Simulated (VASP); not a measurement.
TiS2 (lda):

```xyz
3
Lattice="3.4120 0.0000 0.0000 -1.7060 2.9549 0.0000 0.0000 0.0000 5.6950" Properties=species:S:1:pos:R:3 pbc="T T T"
Ti    0.0000    0.0000    0.0000
S     0.0000    1.9699    1.4238
S     1.7060    0.9850    4.2713
```

| Property | Result |
| --- | --- |
| Program | VASP 6.6.1 |
| Task | relaxation of cell and atoms |
| Functional | LDA |
| Potentials or basis | VASP PAW LDA potentials, release 64 (Ti_sv, S) |
| Cutoff | 500 eV |
| k mesh | 15 × 15 × 8 |
| Occupations | gaussian, width 0.1 eV |
| Spin | no spin polarisation |

At the start: pressure -6.2 GPa; volume 19.14 Å³/atom.

Q: How do energy, volume and symmetry change on relaxing?

A: Over 14 steps the energy falls by 29.6 meV/atom and the volume is 17.27 Å³/atom (-9.8 %); space group P-3m1 (No. 164, to 0.05 Å).

The path:
| step | energy change (eV) | largest force (eV/Å) | pressure (GPa) | volume (Å³) |
| --- | --- | --- | --- | --- |
| 1 | 0.0000 | 0.4293 | -6.23 | 57.42 |
| 2 | 0.0086 | 1.1630 | 7.42 | 51.45 |
| 3 | -0.0672 | 0.2862 | -0.31 | 54.41 |
| 4 | -0.0748 | 0.1862 | -0.31 | 53.98 |
| 5 | -0.0782 | 0.0641 | -0.27 | 53.46 |
| 6 | -0.0812 | 0.0867 | 0.03 | 53.06 |
| 7 | -0.0859 | 0.1512 | 1.06 | 51.86 |
| 8 | -0.0873 | 0.1055 | 0.74 | 51.85 |
| 9 | -0.0889 | 0.0128 | -0.03 | 51.81 |
| 10 | -0.0889 | 0.0096 | -0.01 | 51.81 |
| 11 | -0.0889 | 0.0071 | 0.00 | 51.81 |
| 12 | -0.0889 | 0.0003 | 0.02 | 51.81 |
| 13 | -0.0889 | 0.0026 | 0.03 | 51.80 |
| 14 | -0.0889 | 0.0002 | 0.01 | 51.82 |

Final structure:
```
Ti S
1.0
     3.31462    0.00000    0.00000
    -1.65731    2.87055    0.00000
     0.00000    0.00000    5.44587
Ti S
1 2
Direct
  0.00000 0.00000 0.00000
  0.33333 0.66667 0.26121
  0.66667 0.33333 0.73879
```
